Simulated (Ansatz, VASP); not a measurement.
## Two plane-wave programs on InAs

INCAR

```
PREC     = Accurate       # precision mode
ENCUT    = 520            # plane-wave cutoff, eV
EDIFF    = 1E-7           # SCF threshold, eV
ISMEAR   = 0              # smearing method
SIGMA    = 0.1            # smearing width, eV
LREAL    = False          # projectors in reciprocal space
LASPH    = True           # aspherical terms in the spheres
NELM     = 100            # most SCF steps
ALGO     = Normal         # electronic algorithm
ISIF     = 2              # what is computed and relaxed
LWAVE    = False          # write WAVECAR
LCHARG   = False          # write CHGCAR
GGA      = CA             # functional
NBANDS   = 16             # bands
```

The input KPOINTS:

```
regular mesh
0
Gamma
  20 20 20
```

Contents of POSCAR:

```
InAs
1.0
    0.0000000000      2.8713197080      2.8713197080
    2.8713197080      0.0000000000      2.8713197080
    2.8713197080      2.8713197080      0.0000000000
In As
1 1
Direct
    0.0000000000      0.0000000000      0.0000000000
    0.5000000000      0.5000000000      0.5000000000
```

Input for Ansatz:

```yaml
crystal:
  lattice:
    - [0.0, 2.871319708, 2.871319708]
    - [2.871319708, 0.0, 2.871319708]
    - [2.871319708, 2.871319708, 0.0]
  atoms:
    - { symbol: In, position: [0.0, 0.0, 0.0] }
    - { symbol: As, position: [0.5, 0.5, 0.5] }
scf:
  occupations: { method: gaussian, width: 0.1 }
output:
  forces: true
  stress: true
  eigenvalues: true
  write_density: true
  write_potential: true
  elf: true
  volumetric_format: npy
hamiltonian:
  xc: lda
basis:
  ecutwfc: 500
kpoints:
  mp_grid: { grid: [20, 20, 20] }
```

Alike in both runs: task single point; functional LDA; k mesh 20 × 20 × 20; occupations gaussian, width 0.1 eV; no spin polarisation.

|  | VASP | Ansatz |
| --- | --- | --- |
| version | VASP 6.6.1 | Ansatz 0.2.0 |
| potentials or method | VASP PAW LDA potentials, release 64 (In_d, As), cutoff 520 eV | scalar-relativistic, plane waves, PAW |
| valence electrons in the cell | 18 | 28 |

```tsv
	VASP	Ansatz	Ansatz less VASP
gap on the k mesh at the Fermi level (eV)	none	none	-
pressure (GPa)	-4.7	-4.8	-0.13
```

LDA's correlation is that of Perdew and Zunger in VASP and of Perdew and Wang (1992) in Ansatz. A gap of «none» marks a metal or a gap that the smearing closes. VASP's potentials hold 18 valence electrons a cell and Ansatz's 28, so a difference there can come from the potentials and not from the codes.
